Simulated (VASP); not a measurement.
Input of a VASP 6.6.1 run:

Contents of INCAR:

```
  PREC = Accurate
  ENCUT = 600
  EDIFF = 1E-7
  ISMEAR = 0
  SIGMA = 0.1
  LREAL = F
  LASPH = T
  NELM = 80
  ALGO = Fast
  ISIF = 3
  LWAVE = F
  LCHARG = F
  GGA = PE
  IBRION = 2
  NSW = 80
  EDIFFG = -0.01
```

File KPOINTS:

```
regular mesh
0
Gamma
  12 12 12
```

Contents of POSCAR:

```
MnGa3
1.0
    0.0000000000      3.2467030344      3.2467030344
    3.2467030344      0.0000000000      3.2467030344
    3.2467030344      3.2467030344      0.0000000000
Ga Mn
3 1
Direct
    0.2500000000      0.2500000000      0.2500000000
    0.7500000000      0.7500000000      0.7500000000
    0.5000000000      0.5000000000      0.5000000000
    0.0000000000      0.0000000000      0.0000000000
```

Potentials or basis: VASP PAW PBE potentials, release 64 (Ga_d, Mn_pv).

Launch:

```sh
$ cat potpaw_PBE.64/Ga_d/POTCAR potpaw_PBE.64/Mn_pv/POTCAR > POTCAR
$ mpirun -np 1 vasp_std > vasp.out
```

Task: Estimate the band gap on the k mesh.

Result: Zero (bands 26 and 27 overlap by 1.00 eV).

Task: Estimate the space group after relaxing (to 0.1 Å).

Result: Fm-3m (No. 225).

Task: What does it give for the relaxed volume?

Result: 14.98 Å³/atom.

Final structure:
```yaml
crystal:
  lattice:
    - [0.00000, 3.10572, 3.10572]
    - [3.10572, 0.00000, 3.10572]
    - [3.10572, 3.10572, 0.00000]
  atoms:
    - { symbol: Ga, position: [0.25000, 0.25000, 0.25000] }
    - { symbol: Ga, position: [0.75000, 0.75000, 0.75000] }
    - { symbol: Ga, position: [0.50000, 0.50000, 0.50000] }
    - { symbol: Mn, position: [0.00000, 0.00000, 0.00000] }
```

Caveat: the run has no spin polarisation, though such a crystal can be magnetic. Spin polarisation is off, so any magnetic state and its effect on volume and gap are missing.
